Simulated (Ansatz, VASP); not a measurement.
Two plane-wave programs on Si8SbO15

```xyz
24
Lattice="0.0000 4.9926 6.9339 4.9926 0.0000 6.9339 4.9926 4.9926 0.0000" Properties=species:S:1:pos:R:3 pbc="T T T"
Si    3.4882    3.4882    3.4670
Si    8.4808    8.4808   10.4009
Si    4.0008    0.9918    5.2004
Si    4.0008    5.9845    5.2004
Si    5.9845    4.0008    8.6674
Si    5.9845    8.9935    8.6674
Si    1.5045    1.5045    0.0000
Si    6.4971    6.4971    6.9339
Sb    4.4613    3.8013    2.2196
O     4.4613    3.8013    9.1535
O     5.5240    6.1840    5.6866
O     5.5240    6.1840   12.6205
O     3.8013    4.4613    4.7143
O     8.7940    9.4539   11.6482
O     6.2977    3.0277    7.4201
O     6.2977    8.0203    7.4201
O     1.1913    0.5314    1.2474
O     6.1840    5.5240    8.1813
O     1.9649    3.6876    2.9808
O     6.9576    8.6803    9.9148
O     8.0203    6.2977    6.4478
O     3.0277    6.2977    6.4478
O     3.6876    1.9649    3.9531
O     8.6803    6.9576   10.8870
```

Alike in both runs: task electric field gradients; functional PBE; k mesh 3 × 3 × 3; occupations fermi-dirac, width 0.01 eV; collinear spin.

|  | VASP | Ansatz |
| --- | --- | --- |
| version | VASP 6.6.1 | Ansatz 0.2.0 |
| potentials or method | VASP PAW PBE potentials, release 64 (Si, Sb, O) | plane-wave PAW, scalar-relativistic |
| plane-wave cutoff (eV) | 520 | 420 |
| valence electrons in the cell | 127 | 137 |

Ansatz gave:

- rms of the force components (eV/Å): 9.154
- net moment per atom (μB): 0.04
- size of the moment on the site where the two differ most (μB): 0.04
- size of Vzz on the site where it differs most (V/Å²): 1104.2

**Question.** Which values does VASP return?

**Answer.** rms of the force components (eV/Å): 8.954; net moment per atom (μB): 0.04; size of the moment on the site where the two differ most (μB): 0.34; size of Vzz on the site where it differs most (V/Å²): 1344.4.

Site moments also hang on the region over which each program counts them. Atom by atom the forces differ by 0.249 eV/Å (rms over components). One of these differences is far larger than is usual between the two programs; its cause wasn't traced. The functional is the same, so the differences come from potentials, cutoffs and numerics. VASP's potentials hold 127 valence electrons a cell and Ansatz's 137, so a difference there can come from the potentials and not from the codes.

Neither program's run includes spin-orbit coupling.
